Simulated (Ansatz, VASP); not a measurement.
AlN in VASP and in Ansatz

```
Al N
1.0
     0.00000    2.20617    2.14031
     2.20617    0.00000    2.14031
     2.20617    2.20617    0.00000
Al N
1 1
Direct
  0.00000 0.00000 0.00000
  0.25000 0.25000 0.25000
```

Change from the starting cell: strain_z_fixed_volume = -0.02.

Alike in both runs: functional PBE; k mesh 10 × 10 × 10; occupations fermi-dirac, width 0.05 eV; no spin polarisation.

```csv
,VASP,Ansatz
version,VASP 6.6.1,Ansatz 0.2.0
potentials or method,"VASP PAW PBE potentials, release 64 (Al, N), cutoff 600 eV","all-electron LAPW, scalar-relativistic"
task,single point,band structure
```

Ansatz gave:

* gap on the k mesh at the Fermi level (eV): 3.15
* least direct gap on the mesh (eV): 4.11
* pressure (GPa): 4.7
* traceless stress, the component that is largest in VASP (GPa): 2.38

Which values does VASP return?

gap on the k mesh at the Fermi level (eV): 3.15; least direct gap on the mesh (eV): 4.11; pressure (GPa): 4.4; traceless stress, the component that is largest in VASP (GPa): 2.39.

Ansatz ran all-electron here, and VASP with PAW potentials.
